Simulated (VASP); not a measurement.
# Ag (Fm-3m) in VASP: further runs

The runs below take Ag through single point, with revPBE+D3(BJ).

Everything below comes from runs of VASP 6.6.1. Logs are shortened: lines on timing, memory, paths and dates and some standing lists are left out, and cuts for length are marked.

**1. The cell of the first run**

The structure is cubic, space group Fm-3m (No. 225). The conventional cell has a = 4.085 Å, b = 4.085 Å, c = 4.085 Å, α = 90.00°, β = 90.00°, γ = 90.00°. Within 3.8 Å of Ag (site symmetry m-3m) lie 12 Ag at 2.89 Å.

**2. Single point, revPBE+D3(BJ), non-collinear spin, zero start, spin-orbit coupling**

INCAR reads:

```
SYSTEM = Ag
  ALGO = Normal
  EDIFF = 1E-6
  ENCUT = 520
  GGA = RE
  GGA_COMPAT = .False.
  ISIF = 2
  ISMEAR = -1
  IVDW = 12
  LASPH = .True.
  LCHARG = .False.
  LMAXMIX = 4
  LNONCOLLINEAR = .True.
  LORBIT = 11
  LORBMOM = .True.
  LREAL = .False.
  LSORBIT = .True.
  LWAVE = .False.
  MAGMOM = 0 0 0
  NBANDS = 22
  NELM = 150
  PREC = Accurate
  SIGMA = 0.01
```

KPOINTS reads:

```
k-points
0
Gamma
  8 8 8
  0 0 0
```

POSCAR reads:

```
Ag
1.0
    0.0000000000      2.0427500000      2.0427500000
    2.0427500000      0.0000000000      2.0427500000
    2.0427500000      2.0427500000      0.0000000000
Ag
1
Direct
    0.0000000000      0.0000000000      0.0000000000
```

Potentials or basis: VASP PAW PBE potentials, release 64 (Ag).

Command:

```sh
cat potpaw_PBE.64/Ag/POTCAR > POTCAR
mpirun -np 1 vasp_ncl > vasp.out
```

OUTCAR:

```text
SYSTEM = Ag
   EDIFF = 1E-6
   ENCUT = 520
   GGA = RE
   ISIF = 2
   ISMEAR = -1
   IVDW = 12
   LASPH = .True.
   LNONCOLLINEAR = .True.
   LORBIT = 11
   LREAL = .False.
   LSORBIT = .True.
   NELM = 150
   PREC = Accurate
 IVDW          = 12

 ion  position               nearest neighbor table
   1  0.000  0.000  0.000-

  LATTYP: Found a face centered cubic cell.
 ALAT       =     4.0855000000

  Lattice vectors:

 A1 = (   0.0000000000,   2.0427500000,   2.0427500000)
 A2 = (   2.0427500000,   0.0000000000,   2.0427500000)
 A3 = (   2.0427500000,   2.0427500000,   0.0000000000)

Analysis of symmetry for initial positions (statically):
=====================================================================
 Subroutine PRICEL returns:
 Original cell was already a primitive cell.

 Routine SETGRP: Setting up the symmetry group for a
 face centered cubic supercell.

 Subroutine GETGRP returns: Found 48 space group operations
 (whereof 48 operations were pure point group operations)
 out of a pool of 48 trial point group operations.

The static configuration has the point symmetry O_h .

Analysis of symmetry for dynamics (positions and initial velocities):
=====================================================================
 Subroutine PRICEL returns:
 Original cell was already a primitive cell.

 Routine SETGRP: Setting up the symmetry group for a
 face centered cubic supercell.

 Subroutine GETGRP returns: Found 48 space group operations
 (whereof 48 operations were pure point group operations)
 out of a pool of 48 trial point group operations.

The dynamic configuration has the point symmetry O_h .

Analysis of structural, dynamic, and magnetic symmetry:
=====================================================================
 Subroutine PRICEL returns:
 Original cell was already a primitive cell.

 Routine SETGRP: Setting up the symmetry group for a
 face centered cubic supercell.

 Subroutine GETGRP returns: Found 48 space group operations
 (whereof 48 operations were pure point group operations)
 out of a pool of 48 trial point group operations.

The overall configuration has the point symmetry O_h .

 Subroutine INISYM returns: Found 48 space group operations
 (whereof 48 operations are pure point group operations),
 and found     1 'primitive' translations

----------------------------------------------------------------------------------------

                                     Primitive cell

  volume of cell :      17.0481

  direct lattice vectors                    reciprocal lattice vectors
     0.000000000  2.042750000  2.042750000    -0.244768082  0.244768082  0.244768082
     2.042750000  0.000000000  2.042750000     0.244768082 -0.244768082  0.244768082
     2.042750000  2.042750000  0.000000000     0.244768082  0.244768082 -0.244768082

  length of vectors
     2.888884755  2.888884755  2.888884755     0.423950755  0.423950755  0.423950755

  position of ions in fractional coordinates (direct lattice)
     0.000000000  0.000000000  0.000000000

  ion indices of the primitive-cell ions
   primitive index   ion index
                 1           1

----------------------------------------------------------------------------------------

 KPOINTS: k-points

Automatic generation of k-mesh.
 Grid dimensions read from file:
 generate k-points for:    8    8    8

 Generating k-lattice:

  Cartesian coordinates                     Fractional coordinates (reciprocal lattice)
    -0.030596010  0.030596010  0.030596010     0.125000000  0.000000000  0.000000000
     0.030596010 -0.030596010  0.030596010     0.000000000  0.125000000  0.000000000
     0.030596010  0.030596010 -0.030596010     0.000000000  0.000000000  0.125000000

  Length of vectors
     0.052993844  0.052993844  0.052993844

  Shift w.r.t. Gamma in fractional coordinates (k-lattice)
     0.000000000  0.000000000  0.000000000

 Subroutine IBZKPT returns following result:
 ===========================================

 Found     29 irreducible k-points:

 Following reciprocal coordinates:
            Coordinates               Weight
  0.000000  0.000000  0.000000      1.000000
  0.125000  0.000000  0.000000      8.000000
  0.250000  0.000000  0.000000      8.000000
  0.375000  0.000000  0.000000      8.000000
  0.500000  0.000000  0.000000      4.000000
  0.125000  0.125000  0.000000      6.000000
[... 16 lines left out ...]
  0.500000  0.250000  0.125000     48.000000
 -0.375000  0.250000  0.125000     24.000000
 [... further k-points ...]
   k-points           NKPTS =     29   k-points in BZ     NKDIM =     29   number of bands    NBANDS=     22
   number of dos      NEDOS =    301   number of ions     NIONS =      1
   total plane-waves  NPLWV =  13824
   dimension x,y,z NGX =    24 NGY =   24 NGZ =   24
   dimension x,y,z NGXF=    48 NGYF=   48 NGZF=   48
   ions per type =               1
   NGX,Y,Z   is equivalent  to a cutoff of  13.81, 13.81, 13.81 a.u.
   NGXF,Y,Z  is equivalent  to a cutoff of  27.62, 27.62, 27.62 a.u.
 SYSTEM =  Ag
   PREC   = accura    normal or accurate (medium, high low for compatibility)
   ISTART =      0    job   : 0-new  1-cont  2-samecut
   ICHARG =      2    charge: 1-file 2-atom 10-const
   ISPIN  =      1    spin polarized calculation?
   LNONCOLLINEAR =      T non collinear calculations
   LSORBIT =      T    spin-orbit coupling
   LASPH  =      T    aspherical Exc in radial PAW
   ENCUT  =  520.0 eV  38.22 Ry    6.18 a.u.   5.37  5.37  5.37*2*pi/ulx,y,z
   NELM   =    150;   NELMIN=  2; NELMDL= -5     # of ELM steps
   EDIFF  = 0.1E-05   stopping-criterion for ELM
   LREAL  =      F    real-space projection
   EDIFFG = 0.1E-04   stopping-criterion for IOM
   NSW    =      0    number of steps for IOM
   IBRION =     -1    ionic relax: 0-MD 1-quasi-New 2-CG
   NFREE  =      0    steps in history (QN), initial steepest desc. (CG)
   ISIF   =      2    stress and relaxation
   ISYM   =      2    0-nonsym 1-usesym 2-fastsym
   POTIM  = 0.5000    time-step for ionic-motion
   TEBEG  =    0.0;   TEEND  =   0.0 temperature during run
   PSTRESS=    0.0 pullay stress
   NELECT =      11.0000    total number of electrons
   NUPDOWN=      -1.0000    fix difference up-down
   EMIN   =  10.00;   EMAX   =-10.00  energy-range for DOS
   EFERMI =   0.00;   METHOD = LEGACY
   ISMEAR =    -1;   SIGMA  =   0.01  broadening in eV -4-tet -1-fermi 0-gaus
   EFERMI_NEDOS =   21; number of points for ismear=-14 and -15
   IALGO  =     38    algorithm
   IMIX   =      4    mixing-type and parameters
     AMIX     =   0.40;   BMIX     =  1.00
     AMIX_MAG =   1.60;   BMIX_MAG =  1.00
  volume/ion in A,a.u.               =      17.05       115.05
  Fermi-wavevector in a.u.,A,eV,Ry     =   1.414644  2.673290 27.228221  2.001218
  Thomas-Fermi vector in A             =   2.536165
   LORBIT       =     11    0 simple, 1 ext, 2 COOP (PROOUT), +10 PAW based schemes
   GGA     = RE    functional components
   LHFCALC =     F    Hartree Fock is set to
   AEXX    =    0.0000 exact exchange contribution
   IVDW    =    12    specifies the selected vdW correction
   LEPSILON=     F    determine dielectric tensor
   LRPA    =     F    only Hartree local field effects (RPA)
  energy-cutoff  :      520.00
  volume of cell :       17.05
 maximum number of plane-waves:       954
 NGX is ok and might be reduce to    24
   NGX = 11   NGY = 11   NGZ = 11

 number of electron      11.0000000 magnetization       0.0000000      0.0000000      0.0000000

 number of electron      10.9999999 magnetization       0.0000000     -0.0000000      0.0000000

 number of electron      10.9999999 magnetization      -0.0000000      0.0000000     -0.0000000

 Free energy of the ion-electron system (eV)
  ---------------------------------------------------
  ext. energy  EPLUGINS =         0.00000000
  ---------------------------------------------------
  free energy    TOTEN  =        -2.26244653 eV

  energy without entropy =       -2.26166763  energy(sigma->0) =       -2.26205708

 E-fermi :   8.2954     XC(G=0): -12.1153

 val. band max:        8.2776759087   @ k =   0.5000   0.2500   0.1250
 cond. band min:       8.7712970510   @ k =   0.5000   0.3750   0.1250
 fundamental gap:      0.4936211424
 Fermi energy:         8.2953525237

 k-point     1 :       0.0000    0.0000    0.0000
  band No.  band energies     occupation
      1       0.7888      1.00000
      2       0.7888      1.00000
      3       3.5391      1.00000
      4       3.5391      1.00000
      5       3.5391      1.00000
      6       3.5391      1.00000
[... 14 lines left out ...]
     21      32.9082      0.00000
     22      32.9082      0.00000

 k-point     2 :       0.1250    0.0000    0.0000
  band No.  band energies     occupation
      1       1.2589      1.00000
      2       1.2589      1.00000
      3       3.5226      1.00000
      4       3.5226      1.00000
      5       3.6153      1.00000
      6       3.6153      1.00000
[... 14 lines left out ...]
     21      31.9836      0.00000
     22      31.9836      0.00000

 k-point     3 :       0.2500    0.0000    0.0000
  band No.  band energies     occupation
      1       2.1462      1.00000
      2       2.1462      1.00000
      3       3.6518      1.00000
      4       3.6518      1.00000
      5       3.9067      1.00000
      6       3.9067      1.00000
[... 14 lines left out ...]
     21      31.4324      0.00000
     22      31.4324      0.00000
[... 476 lines left out ...]
 k-point    23 :       0.5000    0.2500    0.1250
  band No.  band energies     occupation
      1       2.8106      1.00000
      2       2.8106      1.00000
      3       3.3402      1.00000
      4       3.3402      1.00000
      5       3.7631      1.00000
      6       3.7631      1.00000
[... 14 lines left out ...]
     21      31.1181      0.00000
     22      31.1181      0.00000

 k-point    24 :      -0.3750    0.2500    0.1250
  band No.  band energies     occupation
      1       2.7558      1.00000
      2       2.7558      1.00000
      3       3.2202      1.00000
      4       3.2202      1.00000
      5       4.0688      1.00000
      6       4.0688      1.00000
[... 14 lines left out ...]
     21      31.7948      0.00000
     22      31.7948      0.00000

 [... further k-points ...]

------------------------ aborting loop because EDIFF is reached ----------------------------------------

 Edisp (eV)   -1.12645

 E8    (eV) :    -0.7897

  FORCE on cell =-STRESS in cart. coord.  units (eV):
  Direction    XX          YY          ZZ          XY          YZ          ZX
  --------------------------------------------------------------------------------------
  -------------------------------------------------------------------------------------
  Total      -0.31648    -0.31648    -0.31648    -0.00000     0.00000     0.00000
  in kB     -29.74275   -29.74275   -29.74275    -0.00000     0.00000     0.00000
  external pressure =      -29.74 kB  Pullay stress =        0.00 kB

 VOLUME and BASIS-vectors are now :
 -----------------------------------------------------------------------------
  energy-cutoff  :      520.00
  volume of cell :       17.05
      direct lattice vectors                 reciprocal lattice vectors
     0.000000000  2.042750000  2.042750000    -0.244768082  0.244768082  0.244768082
     2.042750000  0.000000000  2.042750000     0.244768082 -0.244768082  0.244768082
     2.042750000  2.042750000  0.000000000     0.244768082  0.244768082 -0.244768082

 POSITION                                       TOTAL-FORCE (eV/Angst)
 -----------------------------------------------------------------------------------
      0.00000      0.00000      0.00000         0.000000      0.000000     -0.000000
 -----------------------------------------------------------------------------------
    total drift:                               -0.000000      0.000000     -0.000000

  FREE ENERGIE OF THE ION-ELECTRON SYSTEM (eV)
  ---------------------------------------------------
  free  energy   TOTEN  =        -3.3888923898 eV

  energy  without entropy=       -3.3881134900  energy(sigma->0) =       -3.38850294

 orbital moment (x)

 # of ion     p       d       tot
 ----------------------------------------
  1         0.000  -0.000  -0.000
 ----------------------------------------
            0.000  -0.000  -0.000

 orbital moment (y)

 # of ion     p       d       tot
 ----------------------------------------
  1         0.000   0.000   0.000
 ----------------------------------------
            0.000   0.000   0.000

 orbital moment (z)

 # of ion     p       d       tot
 ----------------------------------------
  1         0.000   0.000   0.000
 ----------------------------------------
            0.000   0.000   0.000

 Spin-Orbit-Coupling matrix elements

 Ion:    1  E_soc:     -0.0539021
 l=   1
     0.0000000    -0.0019592    -0.0019592
    -0.0019592     0.0000000    -0.0019592
    -0.0019592    -0.0019592     0.0000000
 l=   2
     0.0000000    -0.0014861     0.0000000    -0.0014861    -0.0055383
    -0.0014861     0.0000000    -0.0041538    -0.0014861    -0.0013846
     0.0000000    -0.0041538     0.0000000    -0.0041538     0.0000000
    -0.0014861    -0.0014861    -0.0041538     0.0000000    -0.0013846
    -0.0055383    -0.0013846     0.0000000    -0.0013846     0.0000000
 l=   3
     0.0000000     0.0000000     0.0000000     0.0000000     0.0000000     0.0000000     0.0000000
     0.0000000     0.0000000     0.0000000     0.0000000     0.0000000     0.0000000     0.0000000
     0.0000000     0.0000000     0.0000000     0.0000000     0.0000000     0.0000000     0.0000000
     0.0000000     0.0000000     0.0000000     0.0000000     0.0000000     0.0000000     0.0000000
     0.0000000     0.0000000     0.0000000     0.0000000     0.0000000     0.0000000     0.0000000
     0.0000000     0.0000000     0.0000000     0.0000000     0.0000000     0.0000000     0.0000000
     0.0000000     0.0000000     0.0000000     0.0000000     0.0000000     0.0000000     0.0000000

 total charge

# of ion       s       p       d       tot
------------------------------------------
    1        0.425   0.297   9.163   9.885

 magnetization (x)

# of ion       s       p       d       tot
------------------------------------------
    1       -0.000  -0.000   0.000  -0.000

 magnetization (y)

# of ion       s       p       d       tot
------------------------------------------
    1       -0.000   0.000   0.000  -0.000

 magnetization (z)

# of ion       s       p       d       tot
------------------------------------------
    1        0.000   0.000   0.000   0.000
```

Wall time 25 s (1 thread of Intel Xeon Platinum 8375C at 2.90GHz (Ice Lake), shared host); peak memory 0.21 GiB.

Results:

| Item | Value |
| --- | --- |
| Free energy | -3.3889 eV |
| Pressure | -3.0 GPa |
| Net moment | 0.00 μB per cell |
| Valence electrons inside the program's atomic spheres | Ag 9.88 |
| Dispersion energy per atom | -1.126 eV |

Moments on the atoms (μB; x, y, z):
```
Ag  0.00 0.00 0.00
```

Caveat: the PAW data sets were made with another functional, which shifts forces and pressure a little.

**3. Single point, revPBE+D3(BJ), non-collinear spin, zero start, spin-orbit coupling (volume scaled by 1.02)**

INCAR reads:

```
SYSTEM = Ag
ALGO = Normal ; EDIFF = 1E-7
ENCUT = 520 ; GGA = RE
GGA_COMPAT = .FALSE. ; ISIF = 2
ISMEAR = -1 ; IVDW = 12
LASPH = .TRUE. ; LCHARG = .FALSE.
LMAXMIX = 4 ; LORBIT = 11
LORBMOM = .TRUE. ; LREAL = .FALSE.
LSORBIT = .TRUE. ; LWAVE = .FALSE.
MAGMOM = 0 0 0 ; NBANDS = 22
NELM = 150 ; PREC = Accurate
SIGMA = 0.01
```

KPOINTS reads:

```
k-points
0
G
  8 8 8
  0 0 0
```

POSCAR reads:

```
Ag
1.0
    0.0000000000      2.0562785400      2.0562785400
    2.0562785400      0.0000000000      2.0562785400
    2.0562785400      2.0562785400      0.0000000000
Ag
1
Direct
    0.0000000000      0.0000000000      0.0000000000
```

Potentials or basis: VASP PAW PBE potentials, release 64 (Ag).

Command:

```sh
cat potpaw_PBE.64/Ag/POTCAR > POTCAR
mpirun -np 1 vasp_ncl > vasp.out
```

Wall time 26 s (1 thread of Intel Xeon Platinum 8375C at 2.90GHz (Ice Lake), shared host); peak memory 0.21 GiB.

It converged, with:

```
Free energy                                           : -3.3807 eV
Pressure                                              : -4.8 GPa
Net moment                                            : 0.00 μB per cell
Valence electrons inside the program's atomic spheres : Ag 9.87
Dispersion energy per atom                            : -1.104 eV
```

Moments on the atoms (μB; x, y, z):
```
Ag  0.00 0.00 0.00
```

Caveat: the PAW data sets were made with another functional, which shifts forces and pressure a little.
